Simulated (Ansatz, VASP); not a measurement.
**One calculation of C, two programs**

Contents of INCAR:

```
SYSTEM = C
  PREC = Accurate
  ENCUT = 520
  EDIFF = 1E-6
  ISMEAR = -1
  SIGMA = 0.01
  LREAL = .FALSE.
  LASPH = .TRUE.
  NELM = 150
  ALGO = Normal
  ISIF = 2
  LWAVE = .FALSE.
  LCHARG = .FALSE.
  LNONCOLLINEAR = .TRUE.
  MAGMOM = 0.354 0.354 0 0.354 0.354 0
  LORBIT = 11
  GGA = PE
  IVDW = 12
  NBANDS = 20
```

Contents of KPOINTS:

```
Automatic mesh
0
G
  10 10 10
  0 0 0
```

The input POSCAR:

```
C
1.0
    0.0000000000      1.7833700000      1.7833700000
    1.7833700000      0.0000000000      1.7833700000
    1.7833700000      1.7833700000      0.0000000000
C
2
Direct
    0.7500000000      0.7500000000      0.7500000000
    0.5000000000      0.5000000000      0.5000000000
```

File input.yaml:

```yaml
crystal:
  lattice:
    - [0.0, 1.78337, 1.78337]
    - [1.78337, 0.0, 1.78337]
    - [1.78337, 1.78337, 0.0]
  atoms:
    - { symbol: C, position: [0.75, 0.75, 0.75], spin: 0.501, spin_axis: [0.707107, 0.707107, 0.0] }
    - { symbol: C, position: [0.5, 0.5, 0.5], spin: 0.501, spin_axis: [0.707107, 0.707107, 0.0] }
kpoints:
  mp_grid: { grid: [10, 10, 10] }
scf:
  occupations: { method: fermi_dirac, width: 0.01 }
hamiltonian:
  xc: pbe
  dispersion: d3bj
  pseudopotentials: { kind: all_electron, lapw: { basis_error: 0.0005 } }
magnetization:
  noncollinear: true
output:
  eigenvalues: true
  optics:
    e_range: [0, 20]
    de: 0.1
    sigma: 0.1
    nscf_kmesh: { grid: [10, 10, 10] }
```

Alike in both runs: functional PBE; dispersion D3(BJ); k mesh 10 × 10 × 10; occupations fermi-dirac, width 0.01 eV; non-collinear spin.

|  | VASP | Ansatz |
| --- | --- | --- |
| version | VASP 6.6.1 | Ansatz 0.2.0 |
| potentials or method | VASP PAW PBE potentials, release 64 (C), cutoff 520 eV | all-electron LAPW, scalar-relativistic |
| task | single point | optical spectrum |

Ansatz gave:

* gap on the k mesh at the Fermi level (eV): 4.18
* least direct gap on the mesh (eV): 5.60
* net moment per atom (μB): 0.00

Q: Estimate VASP's values.

A: gap on the k mesh at the Fermi level (eV): 4.17; least direct gap on the mesh (eV): 5.59; net moment per atom (μB): 0.00.

Ansatz ran all-electron here, and VASP with PAW potentials.
